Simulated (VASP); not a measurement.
A run of VASP 6.6.1 is set up as follows.

Contents of INCAR:

```
SYSTEM = NaH
PREC = Accurate
ENCUT = 520
EDIFF = 1E-6
ISMEAR = 0
SIGMA = 0.05
LREAL = .FALSE.
LASPH = .TRUE.
NELM = 80
ALGO = Normal
ISIF = 2
LWAVE = .FALSE.
LCHARG = .FALSE.
GGA = PE
NBANDS = 36
```

The input KPOINTS:

```
Automatic mesh
0
G
  1 1 7
  0 0 0
```

Contents of POSCAR:

```
NaH
1.0
   13.8000000000      0.0000000000      0.0000000000
    0.0000000000     14.1000000000      0.0000000000
    0.0000000000      0.0000000000      4.8320806350
Na H
6 6
Direct
    0.5000000000      0.5000000000      0.0000000000
    0.5000000000      0.3286496229      0.5000000000
    0.5000000000      0.6713503771      0.5000000000
    0.3249246147      0.5000000000      0.5000000000
    0.6750753853      0.5000000000      0.5000000000
    0.3249246147      0.3286496229      0.0000000000
    0.3249246147      0.5000000000      0.0000000000
    0.6750753853      0.5000000000      0.0000000000
    0.3249246147      0.3286496229      0.5000000000
    0.5000000000      0.5000000000      0.5000000000
    0.5000000000      0.3286496229      0.0000000000
    0.5000000000      0.6713503771      0.0000000000
```

Potentials or basis: VASP PAW PBE potentials, release 64 (Na_pv, H).

Command:

```bash
$ cat potpaw_PBE.64/Na_pv/POTCAR potpaw_PBE.64/H/POTCAR > POTCAR
$ mpirun -np 1 vasp_std > vasp.out
```

(1) Estimate the band gap on the k mesh.

(2) Predict the largest force.

Results:

(1) 2.91 eV.

(2) 0.322 eV/Å.
